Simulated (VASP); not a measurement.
# H14C4O in VASP: a series of runs

Runs on H14C4O. Level: PBE. Tasks: single point.

Everything below comes from runs of VASP 6.6.1. Logs are shortened: lines on timing, memory, paths and dates and some standing lists are left out, and cuts for length are marked.

## 1. The cell of the first run

The cell holds a disordered packing, 38 atoms: a = 7.536 Å, b = 7.536 Å, c = 7.536 Å, α = 90.00°, β = 90.00°, γ = 90.00°.

## 2. Single point, PBE

INCAR

```
SYSTEM = H14C4O
  ALGO = Normal
  EDIFF = 1E-7
  ENCUT = 520
  GGA = PE
  ISIF = 2
  ISMEAR = -1
  LASPH = .TRUE.
  LCHARG = .FALSE.
  LREAL = Auto
  LWAVE = .FALSE.
  NBANDS = 61
  NELM = 80
  PREC = Accurate
  SIGMA = 0.05
```

KPOINTS

```
k-points
0
G
  1 1 1
  0 0 0
```

POSCAR

```
H14C4O
1.0
    7.5361220000      0.0000000000      0.0000000000
    0.0000000000      7.5361220000      0.0000000000
    0.0000000000      0.0000000000      7.5361220000
O H C
2 28 8
Direct
    0.7168673756      1.1170997497      0.8412814973
    0.7518721167      0.3940090142      1.0753541410
    0.7561979490      0.9943973837      0.8758881557
    0.5844783298      1.1113938973      0.8772283676
    0.7535440642      0.3366585626      1.1941154880
    0.7746026405      0.3044271311      0.9830254871
    0.2124700211     -0.0215495450      0.2239348036
    0.0433910173      0.1294963112      0.3015609355
   -0.0043258323     -0.0250128647      0.1370200748
    0.0466818345      0.3021713290      0.0346464667
    0.2796663854      0.2694489288      0.0578546897
    0.1564730507      0.1388379859     -0.0913201777
    0.7733155063      0.5903168765      0.7285842772
    0.5735177854      0.5029244484      0.6360831207
    0.7468297355      0.5255222779      0.5074360527
    0.5736372102      0.7424773644      0.3986931209
    0.5254824696      0.8379508718      0.6177580458
    0.7303889189      0.8722390641      0.5228153154
    0.4613911505      0.5392694014      1.1220359755
    0.5898126384      0.6880727249      0.9887313395
    0.4423627961      0.7721345275      1.1508837038
    0.3055948404      0.7923438607      0.8375660585
    0.2947935291      0.5488897340      0.8314621234
    0.1741479238      0.6798456819      1.0043892602
    0.0160692728      0.5815988648      0.3170861618
    0.0552140743      0.7251342269      0.4766509884
    0.2084095772      0.7080830167      0.3107433770
    0.3069217828      0.5183965971      0.6113223751
    0.1364494895      0.3843488733      0.5466604707
    0.3191163837      0.4308847442      0.3956544228
    0.0967871805      0.0606545382      0.1848032715
    0.1506345041      0.2055964593      0.0446781514
    0.6890546623      0.5886449290      0.6184745948
    0.6346632923      0.7661632866      0.5367216720
    0.4614442282      0.6617329178      1.0548263417
    0.3014282412      0.6646389217      0.9159750864
    0.1293370781      0.6358310017      0.4020370159
    0.2321220384      0.4928264166      0.4962897363
```

Potentials or basis: VASP PAW PBE potentials, release 64 (O, H, C).

On the command line:

```console
$ cat potpaw_PBE.64/O/POTCAR potpaw_PBE.64/H/POTCAR potpaw_PBE.64/C/POTCAR > POTCAR
$ mpirun -np 1 vasp_gam > vasp.out
```

OUTCAR:

```text
SYSTEM = H14C4O
   EDIFF = 1E-7
   ENCUT = 520
   GGA = PE
   ISIF = 2
   ISMEAR = -1
   LASPH = .TRUE.
   LREAL = Auto
   NELM = 80
   PREC = Accurate

 ion  position               nearest neighbor table
   1  0.717  0.117  0.841-   3 1.01   4 1.03
   2  0.752  0.394  0.075-   6 0.98   5 0.99
   3  0.756  0.994  0.876-   1 1.01
   4  0.584  0.111  0.877-   1 1.03
   5  0.754  0.337  0.194-   2 0.99
   6  0.775  0.304  0.983-   2 0.98
   7  0.212  0.978  0.224-  31 1.11
   8  0.043  0.129  0.302-  31 1.10
[... 20 lines left out ...]
  29  0.136  0.384  0.547-  38 1.15
  30  0.319  0.431  0.396-  38 1.11
  31  0.097  0.061  0.185-   9 1.06   8 1.10   7 1.11  32 1.57
  32  0.151  0.206  0.045-  10 1.07  11 1.09  12 1.14  31 1.57
  33  0.689  0.589  0.618-  13 1.04  15 1.06  14 1.09  34 1.53
  34  0.635  0.766  0.537-  18 1.08  16 1.15  17 1.16  33 1.53
  35  0.461  0.662  0.055-  19 1.05  20 1.11  21 1.11  36 1.60
  36  0.301  0.665  0.916-  23 1.08  22 1.13  24 1.17  35 1.60
  37  0.129  0.636  0.402-  26 1.04  27 1.06  25 1.14  38 1.51
  38  0.232  0.493  0.496-  28 1.05  30 1.11  29 1.15  37 1.51

  LATTYP: Found a simple cubic cell.
 ALAT       =     7.5361220000

  Lattice vectors:

 A1 = (   7.5361220000,   0.0000000000,   0.0000000000)
 A2 = (   0.0000000000,   7.5361220000,   0.0000000000)
 A3 = (   0.0000000000,   0.0000000000,   7.5361220000)

Analysis of symmetry for initial positions (statically):
=====================================================================
 Subroutine PRICEL returns:
 Original cell was already a primitive cell.

 Routine SETGRP: Setting up the symmetry group for a
 simple cubic supercell.

 Subroutine GETGRP returns: Found  1 space group operations
 (whereof  1 operations were pure point group operations)
 out of a pool of 48 trial point group operations.

The static configuration has the point symmetry C_1 .

Analysis of symmetry for dynamics (positions and initial velocities):
=====================================================================
 Subroutine PRICEL returns:
 Original cell was already a primitive cell.

 Routine SETGRP: Setting up the symmetry group for a
 simple cubic supercell.

 Subroutine GETGRP returns: Found  1 space group operations
 (whereof  1 operations were pure point group operations)
 out of a pool of 48 trial point group operations.

The dynamic configuration has the point symmetry C_1 .

 Subroutine INISYM returns: Found  1 space group operations
 (whereof  1 operations are pure point group operations),
 and found     1 'primitive' translations

----------------------------------------------------------------------------------------

                                     Primitive cell

  volume of cell :     428.0000

  direct lattice vectors                    reciprocal lattice vectors
     7.536122000  0.000000000  0.000000000     0.132694242  0.000000000  0.000000000
     0.000000000  7.536122000  0.000000000     0.000000000  0.132694242  0.000000000
     0.000000000  0.000000000  7.536122000     0.000000000  0.000000000  0.132694242

  length of vectors
     7.536122000  7.536122000  7.536122000     0.132694242  0.132694242  0.132694242

  position of ions in fractional coordinates (direct lattice)
     0.716867376  0.117099750  0.841281497
     0.751872117  0.394009014  0.075354141
     0.756197949  0.994397384  0.875888156
     0.584478330  0.111393897  0.877228368
     0.753544064  0.336658563  0.194115488
     0.774602640  0.304427131  0.983025487
[... 30 lines left out ...]
     0.129337078  0.635831002  0.402037016
     0.232122038  0.492826417  0.496289736

  ion indices of the primitive-cell ions
   primitive index   ion index
                 1           1
                 2           2
                 3           3
                 4           4
                 5           5
                 6           6
[... 30 lines left out ...]
                37          37
                38          38

----------------------------------------------------------------------------------------

 KPOINTS: k-points

Automatic generation of k-mesh.
 Grid dimensions read from file:
 generate k-points for:    1    1    1

 Generating k-lattice:

  Cartesian coordinates                     Fractional coordinates (reciprocal lattice)
     0.132694242  0.000000000  0.000000000     1.000000000  0.000000000  0.000000000
     0.000000000  0.132694242  0.000000000     0.000000000  1.000000000  0.000000000
     0.000000000  0.000000000  0.132694242     0.000000000  0.000000000  1.000000000

  Length of vectors
     0.132694242  0.132694242  0.132694242

  Shift w.r.t. Gamma in fractional coordinates (k-lattice)
     0.000000000  0.000000000  0.000000000

 Subroutine IBZKPT returns following result:
 ===========================================

 Found      1 irreducible k-points:

 Following reciprocal coordinates:
            Coordinates               Weight
  0.000000  0.000000  0.000000      1.000000
   k-points           NKPTS =      1   k-points in BZ     NKDIM =      1   number of bands    NBANDS=     61
   number of dos      NEDOS =    301   number of ions     NIONS =     38
   total plane-waves  NPLWV = 175616
   dimension x,y,z NGX =    56 NGY =   56 NGZ =   56
   dimension x,y,z NGXF=   112 NGYF=  112 NGZF=  112
   ions per type =               2  28   8
   NGX,Y,Z   is equivalent  to a cutoff of  12.35, 12.35, 12.35 a.u.
   NGXF,Y,Z  is equivalent  to a cutoff of  24.71, 24.71, 24.71 a.u.
 SYSTEM =  H14C4O
   PREC   = accura    normal or accurate (medium, high low for compatibility)
   ISTART =      0    job   : 0-new  1-cont  2-samecut
   ICHARG =      2    charge: 1-file 2-atom 10-const
   ISPIN  =      1    spin polarized calculation?
   LNONCOLLINEAR =      F non collinear calculations
   LSORBIT =      F    spin-orbit coupling
   LASPH  =      T    aspherical Exc in radial PAW
   ENCUT  =  520.0 eV  38.22 Ry    6.18 a.u.  14.01 14.01 14.01*2*pi/ulx,y,z
   NELM   =     80;   NELMIN=  2; NELMDL= -5     # of ELM steps
   EDIFF  = 0.1E-06   stopping-criterion for ELM
   LREAL  =      T    real-space projection
   EDIFFG = 0.1E-05   stopping-criterion for IOM
   NSW    =      0    number of steps for IOM
   IBRION =     -1    ionic relax: 0-MD 1-quasi-New 2-CG
   NFREE  =      0    steps in history (QN), initial steepest desc. (CG)
   ISIF   =      2    stress and relaxation
   ISYM   =      2    0-nonsym 1-usesym 2-fastsym
   POTIM  = 0.5000    time-step for ionic-motion
   TEBEG  =    0.0;   TEEND  =   0.0 temperature during run
   PSTRESS=    0.0 pullay stress
   NELECT =      72.0000    total number of electrons
   NUPDOWN=      -1.0000    fix difference up-down
   EMIN   =  10.00;   EMAX   =-10.00  energy-range for DOS
   EFERMI =   0.00;   METHOD = LEGACY
   ISMEAR =    -1;   SIGMA  =   0.05  broadening in eV -4-tet -1-fermi 0-gaus
   EFERMI_NEDOS =   21; number of points for ismear=-14 and -15
   IALGO  =     38    algorithm
   IMIX   =      4    mixing-type and parameters
     AMIX     =   0.40;   BMIX     =  1.00
     AMIX_MAG =   1.60;   BMIX_MAG =  1.00
  volume/ion in A,a.u.               =      11.26        76.01
  Fermi-wavevector in a.u.,A,eV,Ry     =   0.903728  1.707798 11.112209  0.816724
  Thomas-Fermi vector in A             =   2.027089
   LORBIT       =      0    0 simple, 1 ext, 2 COOP (PROOUT), +10 PAW based schemes
   GGA     = PE    functional components
   LHFCALC =     F    Hartree Fock is set to
   AEXX    =    0.0000 exact exchange contribution
   IVDW    =     0    specifies the selected vdW correction
   LEPSILON=     F    determine dielectric tensor
   LRPA    =     F    only Hartree local field effects (RPA)
 non-spin polarized calculation
  energy-cutoff  :      520.00
  volume of cell :      428.00
 maximum number of plane-waves:      5757
   NGX = 29   NGY = 29   NGZ = 29

 number of electron      72.0000002 magnetization

 Free energy of the ion-electron system (eV)
  ---------------------------------------------------
  ext. energy  EPLUGINS =         0.00000000
  ---------------------------------------------------
  free energy    TOTEN  =      -189.07315191 eV

  energy without entropy =     -189.07315191  energy(sigma->0) =     -189.07315191

 E-fermi :  -2.8041     XC(G=0):  -6.0542

 val. band max:       -3.9914912374   @ k =   0.0000   0.0000   0.0000
 cond. band min:       0.7511511979   @ k =   0.0000   0.0000   0.0000
 fundamental gap:      4.7426424353
 Fermi energy:        -2.8040837905

 k-point     1 :       0.0000    0.0000    0.0000
  band No.  band energies     occupation
      1     -22.9635      2.00000
      2     -21.8824      2.00000
      3     -16.0900      2.00000
      4     -15.8613      2.00000
      5     -15.7600      2.00000
      6     -15.4871      2.00000
[... 40 lines left out ...]
     47       4.6249      0.00000
     48       4.8227      0.00000
 [bands above 48 left out]

------------------------ aborting loop because EDIFF is reached ----------------------------------------

  FORCE on cell =-STRESS in cart. coord.  units (eV):
  Direction    XX          YY          ZZ          XY          YZ          ZX
  --------------------------------------------------------------------------------------
  -------------------------------------------------------------------------------------
  Total       -1.0340596      1.6051971     -0.6408052     -1.5309714      2.7826876      1.1327092
  in kB       -3.8709039      6.0089029     -2.3987935     -5.7310461     10.4167269      4.2401892
  external PRESSURE =      -0.0869315 kB  Pullay stress =       0.0000000 kB

 VOLUME and BASIS-vectors are now :
 -----------------------------------------------------------------------------
  energy-cutoff  :      520.00
  volume of cell :      428.00
      direct lattice vectors                 reciprocal lattice vectors
     7.536122000  0.000000000  0.000000000     0.132694242  0.000000000  0.000000000
     0.000000000  7.536122000  0.000000000     0.000000000  0.132694242  0.000000000
     0.000000000  0.000000000  7.536122000     0.000000000  0.000000000  0.132694242

 POSITION                                       TOTAL-FORCE (eV/Angst)
 -----------------------------------------------------------------------------------
      5.40240      0.88248      6.34000        -1.986904     -1.553948      0.949173
      5.66620      2.96930      0.56788         0.072815      0.090728      0.979968
      5.69880      7.49390      6.60080        -0.203507      1.202507     -0.415223
      4.40470      0.83948      6.61090         2.174198      0.229343     -0.695507
      5.67880      2.53710      1.46288         0.105191      0.173149     -1.209605
      5.83750      2.29420      7.40820        -0.161003     -0.321716      0.444146
[... 30 lines left out ...]
      0.97470      4.79170      3.02980        -1.162387     -1.511535     -1.294014
      1.74930      3.71400      3.74010        -1.871561     -2.423893     -1.078704
 -----------------------------------------------------------------------------------
    total drift:                               -0.029032     -0.002745     -0.008386

  FREE ENERGIE OF THE ION-ELECTRON SYSTEM (eV)
  ---------------------------------------------------
  free  energy   TOTEN  =      -189.0731519107 eV

  energy  without entropy=     -189.0731519106  energy(sigma->0) =     -189.07315191
```

Wall time 2.5 min (1 thread of Intel Xeon 8259CL, shared host); peak memory 0.39 GiB.

What came out:

| Property | Result |
| --- | --- |
| Free energy | -189.0732 eV |
| Pressure | 0.0 GPa |
| Largest force | 3.247 eV/Å |
| Band gap on the k mesh | 4.74 eV |

Forces on the atoms (eV/Å):
```
O   -1.987 -1.554  0.949
O    0.073  0.091  0.980
H   -0.204  1.203 -0.415
H    2.174  0.229 -0.696
H    0.105  0.173 -1.210
H   -0.161 -0.322  0.444
H   -0.394  0.267  0.000
H    0.148 -0.169  0.263
H   -0.856 -0.719 -0.562
H   -0.312  0.719  0.002
H    0.127  0.054  0.585
H   -0.031  0.450  0.835
H    1.007  0.079  1.451
H   -0.204  0.186  0.624
H    1.430 -1.009 -0.799
H    0.593  0.263  1.349
H    0.819 -0.843 -0.730
H    0.916 -0.066 -0.071
H    0.310 -1.185  0.715
H   -0.181 -0.418  0.160
H   -0.025 -0.340 -0.210
H    0.044 -0.947  0.177
H   -0.070 -0.166  0.062
H    1.239 -0.556 -1.336
H    1.045 -0.160  0.407
H   -0.655  1.497  1.742
H    0.793  0.695 -0.579
H    0.859  1.041  0.765
H    0.807  0.797 -0.647
H   -0.026 -0.185  0.360
C    1.701  1.631  0.063
C   -0.189 -2.211 -1.205
C   -1.558  0.598 -1.860
C   -2.777  0.797  0.035
C   -1.071  2.008 -1.786
C   -0.454  2.008  2.507
C   -1.162 -1.512 -1.294
C   -1.872 -2.424 -1.079
```

Caveat: the k points lie up to 0.83 Å⁻¹ apart; the atoms stand as in a frame of molecular dynamics.

[end of part 1 of 2]
